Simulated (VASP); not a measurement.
Set up this calculation in VASP 6.6.1, as the native input.

```
Task                   : single point
Functional             : PBE
Potentials or basis    : VASP PAW PBE potentials, release 64 (C, O)
Cutoff                 : 520 eV
k mesh                 : 5 × 8 × 1
Occupations            : gaussian, width 0.05 eV
Spin                   : no spin polarisation
Dipole correction      : yes
Further INCAR settings : LREAL = Auto; ALGO = Normal; EDIFF = 1e-07; NBANDS = 62
```

The structure of C21O lies in POSCAR:

```
C21O
1.0
    5.0509324483      0.0000000000      0.0000000000
    0.0000000000      3.5715485855      0.0000000000
    0.0000000000      0.0000000000     21.5290412190
C O
21 1
Direct
    0.2500000000      0.0000000000      0.1857955475
    0.7500000000      0.0000000000      0.1857955475
    0.0000000000      0.2500000000      0.1857955475
    0.5000000000      0.2500000000      0.1857955475
    0.0000000000      0.5000000000      0.2444480949
    0.5000000000      0.5000000000      0.2444480949
    0.2500000000      0.7500000000      0.2444480949
    0.7500000000      0.7500000000      0.2444480949
    0.2500000000      0.0024640200      0.3028262705
    0.7500000000      0.0024640200      0.3028262705
    0.0000000000      0.2475359800      0.3028262705
    0.5000000000      0.2475359800      0.3028262705
    0.0000000000      0.5097084338      0.3631087774
    0.5000000000      0.5097084338      0.3631087774
    0.2500000000      0.7402915662      0.3631087774
    0.7500000000      0.7402915662      0.3631087774
    0.2500000000      0.0294931932      0.4124215811
    0.7500000000      0.0294931932      0.4124215811
    0.0000000000      0.2205068068      0.4124215811
    0.5000000000      0.2205068068      0.4124215811
    0.2500000000      0.2794931932      0.4773833716
    0.2500000000      0.2794931932      0.5322826497
```

One way to write it, as run:

INCAR

```
SYSTEM = C21O
ALGO = Normal ; DIPOL = 0.5 0.5 0.320
EDIFF = 1E-7 ; ENCUT = 520
GGA = PE ; IDIPOL = 3
ISIF = 2 ; ISMEAR = 0
LASPH = .True. ; LCHARG = .True.
LDIPOL = .True. ; LELF = .True.
LREAL = Auto ; LVACPOTAV = .True.
LVHAR = .True. ; LWAVE = .False.
NBANDS = 62 ; NELM = 80
PREC = Accurate ; SIGMA = 0.05
```

KPOINTS

```
k-points
0
Gamma
  5 8 1
  0 0 0
```

Potentials or basis: VASP PAW PBE potentials, release 64 (C, O).

The run is started by

```bash
$ cat potpaw_PBE.64/C/POTCAR potpaw_PBE.64/O/POTCAR > POTCAR
$ mpirun -np 1 vasp_std > vasp.out
```

It gave:

```yaml
Largest_force: 4.850 eV/Å
Band_gap_on_the_k_mesh: zero (bands 45 and 46 overlap by 0.49 eV)
```

It took 10 min on 1 thread of Intel(R) Xeon(R) 6975P-C (Granite Rapids) (shared host), peak memory 0.51 GiB.
